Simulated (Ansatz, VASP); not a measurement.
## Two plane-wave programs on Al

```
Al
1.0
     0.02530    2.02398    2.02398
     2.02398    0.02530    2.02398
     2.04928    2.04928    0.00000
Al
1
Direct
  0.00000 0.00000 0.00000
```

Change from the starting cell: strain +0.0250 x Voigt [0, 0, 0, 0, 0, 1], atoms carried along.

Alike in both runs: task single point; functional PBE; k mesh 20 × 20 × 20; occupations gaussian, width 0.15 eV; no spin polarisation.

|  | VASP | Ansatz |
| --- | --- | --- |
| version | VASP 6.6.1 | Ansatz 0.2.0 |
| potentials or method | VASP PAW PBE potentials, release 64 (Al), cutoff 520 eV | scalar-relativistic, plane waves, PAW |
| valence electrons in the cell | 3 | 3 |

|  | VASP | Ansatz | Ansatz less VASP |
| --- | --- | --- | --- |
| gap on the k mesh at the Fermi level (eV) | none | none | - |
| pressure (GPa) | -0.4 | -0.4 | +0.04 |
| traceless stress, the component that is largest in VASP (GPa) | -0.77 | -0.77 | -0.005 |

A gap of «none» marks a metal or a gap that the smearing closes.
